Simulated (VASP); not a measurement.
# SrCl2 (Fm-3m) in VASP: further runs, part 2 of 2

VASP 6.6.1. The steps go on from the part before.

**3. Single point, PBEsol (28.86 Å³/atom)**

This run uses another cell than the first one, of 28.86 Å³/atom.

INCAR

```
SYSTEM = SrCl2
PREC = Accurate
ENCUT = 520
EDIFF = 1E-6
ISMEAR = -1
SIGMA = 0.05
LREAL = .FALSE.
LASPH = .TRUE.
NELM = 60
ALGO = Normal
ISIF = 2
LWAVE = .FALSE.
LCHARG = .FALSE.
GGA = PS
NBANDS = 19
```

KPOINTS

```
regular mesh
0
G
  7 7 7
  0 0 0
```

POSCAR

```
SrCl2
1.0
    0.0000000000      3.5114523289      3.5114523289
    3.5114523289      0.0000000000      3.5114523289
    3.5114523289      3.5114523289      0.0000000000
Sr Cl
1 2
Direct
    0.0000000000      0.0000000000      0.0000000000
    0.7500000000      0.7500000000      0.7500000000
    0.2500000000      0.2500000000      0.2500000000
```

Potentials or basis: VASP PAW PBE potentials, release 64 (Sr_sv, Cl).

The run is started by

```
$ cat potpaw_PBE.64/Sr_sv/POTCAR potpaw_PBE.64/Cl/POTCAR > POTCAR
$ mpirun -np 1 vasp_std > vasp.out
```

OUTCAR:

```text
SYSTEM = SrCl2
   PREC = Accurate
   ENCUT = 520
   EDIFF = 1E-6
   ISMEAR = -1
   LREAL = .FALSE.
   LASPH = .TRUE.
   NELM = 60
   ISIF = 2
   GGA = PS

 ion  position               nearest neighbor table
   1  0.000  0.000  0.000-   2 3.04   2 3.04   2 3.04   2 3.04   3 3.04   3 3.04   3 3.04   3 3.04

   2  0.750  0.750  0.750-   1 3.04   1 3.04   1 3.04   1 3.04
   3  0.250  0.250  0.250-   1 3.04   1 3.04   1 3.04   1 3.04

  LATTYP: Found a face centered cubic cell.
 ALAT       =     7.0229046578

  Lattice vectors:

 A1 = (   0.0000000000,   3.5114523289,   3.5114523289)
 A2 = (   3.5114523289,   0.0000000000,   3.5114523289)
 A3 = (   3.5114523289,   3.5114523289,   0.0000000000)

Analysis of symmetry for initial positions (statically):
=====================================================================
 Subroutine PRICEL returns:
 Original cell was already a primitive cell.

 Routine SETGRP: Setting up the symmetry group for a
 face centered cubic supercell.

 Subroutine GETGRP returns: Found 48 space group operations
 (whereof 48 operations were pure point group operations)
 out of a pool of 48 trial point group operations.

The static configuration has the point symmetry O_h .

Analysis of symmetry for dynamics (positions and initial velocities):
=====================================================================
 Subroutine PRICEL returns:
 Original cell was already a primitive cell.

 Routine SETGRP: Setting up the symmetry group for a
 face centered cubic supercell.

 Subroutine GETGRP returns: Found 48 space group operations
 (whereof 48 operations were pure point group operations)
 out of a pool of 48 trial point group operations.

The dynamic configuration has the point symmetry O_h .

 Subroutine INISYM returns: Found 48 space group operations
 (whereof 48 operations are pure point group operations),
 and found     1 'primitive' translations

----------------------------------------------------------------------------------------

                                     Primitive cell

  volume of cell :      86.5945

  direct lattice vectors                    reciprocal lattice vectors
     0.000000000  3.511452329  3.511452329    -0.142391225  0.142391225  0.142391225
     3.511452329  0.000000000  3.511452329     0.142391225 -0.142391225  0.142391225
     3.511452329  3.511452329  0.000000000     0.142391225  0.142391225 -0.142391225

  length of vectors
     4.965943507  4.965943507  4.965943507     0.246628837  0.246628837  0.246628837

  position of ions in fractional coordinates (direct lattice)
     0.000000000  0.000000000  0.000000000
     0.750000000  0.750000000  0.750000000
     0.250000000  0.250000000  0.250000000

  ion indices of the primitive-cell ions
   primitive index   ion index
                 1           1
                 2           2
                 3           3

----------------------------------------------------------------------------------------

 KPOINTS: regular mesh

Automatic generation of k-mesh.
 Grid dimensions read from file:
 generate k-points for:    7    7    7

 Generating k-lattice:

  Cartesian coordinates                     Fractional coordinates (reciprocal lattice)
    -0.020341604  0.020341604  0.020341604     0.142857143  0.000000000  0.000000000
     0.020341604 -0.020341604  0.020341604     0.000000000  0.142857143  0.000000000
     0.020341604  0.020341604 -0.020341604     0.000000000  0.000000000  0.142857143

  Length of vectors
     0.035232691  0.035232691  0.035232691

  Shift w.r.t. Gamma in fractional coordinates (k-lattice)
     0.000000000  0.000000000  0.000000000

 Subroutine IBZKPT returns following result:
 ===========================================

 Found     20 irreducible k-points:

 Following reciprocal coordinates:
            Coordinates               Weight
  0.000000  0.000000  0.000000      1.000000
  0.142857  0.000000  0.000000      8.000000
  0.285714  0.000000  0.000000      8.000000
  0.428571  0.000000  0.000000      8.000000
  0.142857  0.142857  0.000000      6.000000
  0.285714  0.142857  0.000000     24.000000
[... 12 lines left out ...]
 -0.428571  0.428571  0.142857     24.000000
 -0.285714  0.428571  0.142857     24.000000
   k-points           NKPTS =     20   k-points in BZ     NKDIM =     20   number of bands    NBANDS=     19
   number of dos      NEDOS =    301   number of ions     NIONS =      3
   total plane-waves  NPLWV =  64000
   dimension x,y,z NGX =    40 NGY =   40 NGZ =   40
   dimension x,y,z NGXF=    80 NGYF=   80 NGZF=   80
   ions per type =               1   2
   NGX,Y,Z   is equivalent  to a cutoff of  13.39, 13.39, 13.39 a.u.
   NGXF,Y,Z  is equivalent  to a cutoff of  26.78, 26.78, 26.78 a.u.
 SYSTEM =  SrCl2
   PREC   = accura    normal or accurate (medium, high low for compatibility)
   ISTART =      0    job   : 0-new  1-cont  2-samecut
   ICHARG =      2    charge: 1-file 2-atom 10-const
   ISPIN  =      1    spin polarized calculation?
   LNONCOLLINEAR =      F non collinear calculations
   LSORBIT =      F    spin-orbit coupling
   LASPH  =      T    aspherical Exc in radial PAW
   ENCUT  =  520.0 eV  38.22 Ry    6.18 a.u.   9.23  9.23  9.23*2*pi/ulx,y,z
   NELM   =     60;   NELMIN=  2; NELMDL= -5     # of ELM steps
   EDIFF  = 0.1E-05   stopping-criterion for ELM
   LREAL  =      F    real-space projection
   EDIFFG = 0.1E-04   stopping-criterion for IOM
   NSW    =      0    number of steps for IOM
   IBRION =     -1    ionic relax: 0-MD 1-quasi-New 2-CG
   NFREE  =      0    steps in history (QN), initial steepest desc. (CG)
   ISIF   =      2    stress and relaxation
   ISYM   =      2    0-nonsym 1-usesym 2-fastsym
   POTIM  = 0.5000    time-step for ionic-motion
   TEBEG  =    0.0;   TEEND  =   0.0 temperature during run
   PSTRESS=    0.0 pullay stress
   NELECT =      24.0000    total number of electrons
   NUPDOWN=      -1.0000    fix difference up-down
   EMIN   =  10.00;   EMAX   =-10.00  energy-range for DOS
   EFERMI =   0.00;   METHOD = LEGACY
   ISMEAR =    -1;   SIGMA  =   0.05  broadening in eV -4-tet -1-fermi 0-gaus
   EFERMI_NEDOS =   21; number of points for ismear=-14 and -15
   IALGO  =     38    algorithm
   IMIX   =      4    mixing-type and parameters
     AMIX     =   0.40;   BMIX     =  1.00
     AMIX_MAG =   1.60;   BMIX_MAG =  1.00
  volume/ion in A,a.u.               =      28.86       194.79
  Fermi-wavevector in a.u.,A,eV,Ry     =   1.067370  2.017037 15.500838  1.139279
  Thomas-Fermi vector in A             =   2.202985
   LORBIT       =      0    0 simple, 1 ext, 2 COOP (PROOUT), +10 PAW based schemes
   GGA     = PS    functional components
   LHFCALC =     F    Hartree Fock is set to
   AEXX    =    0.0000 exact exchange contribution
   IVDW    =     0    specifies the selected vdW correction
   LEPSILON=     F    determine dielectric tensor
   LRPA    =     F    only Hartree local field effects (RPA)
 non-spin polarized calculation
  energy-cutoff  :      520.00
  volume of cell :       86.59
 maximum number of plane-waves:      2345
 NGX is ok and might be reduce to    40
   NGX = 19   NGY = 19   NGZ = 19

 number of electron      24.0000000 magnetization

 Free energy of the ion-electron system (eV)
  ---------------------------------------------------
  ext. energy  EPLUGINS =         0.00000000
  ---------------------------------------------------
  free energy    TOTEN  =       -13.32395637 eV

  energy without entropy =      -13.32395637  energy(sigma->0) =      -13.32395637

 E-fermi :   0.9849     XC(G=0):  -8.4031

 val. band max:       -0.0786592833   @ k =  -0.4286   0.4286   0.0000
 cond. band min:       5.0169988700   @ k =   0.0000   0.0000   0.0000
 fundamental gap:      5.0956581533
 Fermi energy:         0.9848854178

 k-point     1 :       0.0000    0.0000    0.0000
  band No.  band energies     occupation
      1     -32.9099      2.00000
      2     -14.9169      2.00000
      3     -14.9169      2.00000
      4     -14.9169      2.00000
      5     -13.2798      2.00000
      6     -12.4525      2.00000
[... 11 lines left out ...]
     18       8.8012      0.00000
     19       9.1146      0.00000
[... 397 lines left out ...]
 k-point    20 :      -0.2857    0.4286    0.1429
  band No.  band energies     occupation
      1     -32.9061      2.00000
      2     -15.1220      2.00000
      3     -15.0729      2.00000
      4     -14.9452      2.00000
      5     -12.6752      2.00000
      6     -12.6257      2.00000
[... 11 lines left out ...]
     18       9.0284      0.00000
     19      10.2124      0.00000

------------------------ aborting loop because EDIFF is reached ----------------------------------------

  FORCE on cell =-STRESS in cart. coord.  units (eV):
  Direction    XX          YY          ZZ          XY          YZ          ZX
  --------------------------------------------------------------------------------------
  -------------------------------------------------------------------------------------
  Total       -0.8552776     -0.8552776     -0.8552776     -0.0000000      0.0000000      0.0000000
  in kB      -15.8244029    -15.8244029    -15.8244029     -0.0000000      0.0000000      0.0000000
  external PRESSURE =     -15.8244029 kB  Pullay stress =       0.0000000 kB

 VOLUME and BASIS-vectors are now :
 -----------------------------------------------------------------------------
  energy-cutoff  :      520.00
  volume of cell :       86.59
      direct lattice vectors                 reciprocal lattice vectors
     0.000000000  3.511452329  3.511452329    -0.142391225  0.142391225  0.142391225
     3.511452329  0.000000000  3.511452329     0.142391225 -0.142391225  0.142391225
     3.511452329  3.511452329  0.000000000     0.142391225  0.142391225 -0.142391225

 POSITION                                       TOTAL-FORCE (eV/Angst)
 -----------------------------------------------------------------------------------
      0.00000      0.00000      0.00000        -0.000000     -0.000000     -0.000000
      5.26718      5.26718      5.26718         0.000000      0.000000      0.000000
      1.75573      1.75573      1.75573        -0.000000     -0.000000     -0.000000
 -----------------------------------------------------------------------------------
    total drift:                               -0.000000     -0.000000      0.000000

  FREE ENERGIE OF THE ION-ELECTRON SYSTEM (eV)
  ---------------------------------------------------
  free  energy   TOTEN  =       -13.3239563734 eV

  energy  without entropy=      -13.3239563733  energy(sigma->0) =      -13.32395637
```

OSZICAR:

```text
N       E                     dE             d eps       ncg     rms          rms(c)
DAV:   1     0.141255605750E+03    0.14126E+03   -0.11213E+04   760   0.112E+03
DAV:   2    -0.393194509155E+01   -0.14519E+03   -0.14157E+03   989   0.220E+02
DAV:   3    -0.132106755007E+02   -0.92787E+01   -0.92459E+01   967   0.557E+01
DAV:   4    -0.135501729408E+02   -0.33950E+00   -0.33891E+00  1295   0.931E+00
DAV:   5    -0.135532516610E+02   -0.30787E-02   -0.30785E-02  1000   0.804E-01    0.132E+01
DAV:   6    -0.133138166138E+02    0.23944E+00   -0.47023E-01   902   0.381E+00    0.835E+00
DAV:   7    -0.133175160605E+02   -0.36994E-02   -0.28217E-01  1032   0.326E+00    0.168E+00
DAV:   8    -0.133210576688E+02   -0.35416E-02   -0.45258E-02   889   0.113E+00    0.325E-01
DAV:   9    -0.133224659974E+02   -0.14083E-02   -0.16353E-03   968   0.239E-01    0.112E-01
DAV:  10    -0.133237317948E+02   -0.12658E-02   -0.82198E-04   843   0.143E-01    0.294E-02
DAV:  11    -0.133239237705E+02   -0.19198E-03   -0.15008E-04   973   0.561E-02    0.342E-02
DAV:  12    -0.133239562668E+02   -0.32496E-04   -0.47609E-05   839   0.299E-02    0.119E-02
DAV:  13    -0.133239563734E+02   -0.10659E-06   -0.74358E-07   930   0.505E-03
   1 F= -.13323956E+02 E0= -.13323956E+02  d E =-.694229E-10
```

stdout:

```text
POSCAR found type information on POSCAR SrCl
 POSCAR found :  2 types and       3 ions
 scaLAPACK will be used
 -----------------------------------------------------------------------------
|                                                                             |
|                                                                             |
|     You enforced a specific xc type in the INCAR file but a different       |
|     I HOPE YOU KNOW WHAT YOU ARE DOING!                                     |
|                                                                             |
 -----------------------------------------------------------------------------

 LDA part: xc-table for (Slater+PW92), standard interpolation
 POSCAR, INCAR and KPOINTS ok, starting setup
 FFT: planning ... GRIDC
 FFT: planning ... GRID_SOFT
 FFT: planning ... GRID
 WAVECAR not read
 entering main loop
```

Wall time 67 s (1 thread of Intel Xeon 8259CL, shared host); peak memory 0.24 GiB.

What came out:

| Quantity | Value |
| --- | --- |
| Free energy | -13.3240 eV |
| Pressure | -1.6 GPa |
| Band gap on the k mesh | 5.10 eV (least direct gap 5.40 eV) |

Caveat: the PAW data sets were made with another functional, which shifts forces and pressure a little; an odd mesh through Γ misses points on the zone boundary, where band edges can lie.

**4. Single point, PBEsol (29.43 Å³/atom)**

This run uses another cell than the first one, of 29.43 Å³/atom.

INCAR

```
SYSTEM = SrCl2
ALGO = Normal ; EDIFF = 1E-7
ENCUT = 520 ; GGA = PS
ISIF = 2 ; ISMEAR = -1
LASPH = .True. ; LCHARG = .False.
LREAL = .False. ; LWAVE = .False.
NBANDS = 19 ; NELM = 100
PREC = Accurate ; SIGMA = 0.05
```

KPOINTS

```
k-points
0
Gamma
  7 7 7
  0 0 0
```

POSCAR

```
SrCl2
1.0
    0.0000000000      3.5342546063      3.5342546063
    3.5342546063      0.0000000000      3.5342546063
    3.5342546063      3.5342546063      0.0000000000
Sr Cl
1 2
Direct
    0.0000000000      0.0000000000      0.0000000000
    0.7500000000      0.7500000000      0.7500000000
    0.2500000000      0.2500000000      0.2500000000
```

The run is started by

```
$ cat potpaw_PBE.64/Sr_sv/POTCAR potpaw_PBE.64/Cl/POTCAR > POTCAR
$ mpirun -np 1 vasp_std > vasp.out
```

Run time: 78 s. Hardware: 1 thread of Intel Xeon 8259CL, shared host; peak memory 0.24 GiB.

Results (log left out):

```yaml
Free_energy: -13.3047 eV
Pressure: -2.1 GPa
Band_gap_on_the_k_mesh: 5.03 eV (least direct gap 5.32 eV)
```

Levels at points of the mesh, in eV from the valence-band top:
```tsv
k point	band 8	band 9	band 10	band 11	band 12	band 13	band 14	band 15	band 16	band 17
(0.00, 0.00, 0.00)	-2.00	-2.00	-0.30	-0.30	-0.30	5.03	6.02	6.02	8.85	8.85
```

Caveat: the PAW data sets were made with another functional, which shifts forces and pressure a little; an odd mesh through Γ misses points on the zone boundary, where band edges can lie.

**5. Overview**

```tsv
cell	gap on the mesh (eV)	pressure (GPa)
a = 4.900 Å, angles 60.0°, 3 atoms	5.24	-0.2
a = 4.966 Å, angles 60.0°, 3 atoms	5.10	-1.6
a = 4.998 Å, angles 60.0°, 3 atoms	5.03	-2.1
```

Alike in all rows: task single point; level PBEsol; potentials or basis VASP PAW PBE potentials, release 64 (Sr_sv, Cl); no spin polarisation; k mesh 7 × 7 × 7; cutoff (eV) 520; smearing fermi-dirac 0.05 eV.

Caveats: the PAW data sets were made with another functional, which shifts forces and pressure a little; an odd mesh through Γ misses points on the zone boundary, where band edges can lie.

Total energies depend on the potentials used, so only differences within one code and one set of settings carry meaning.
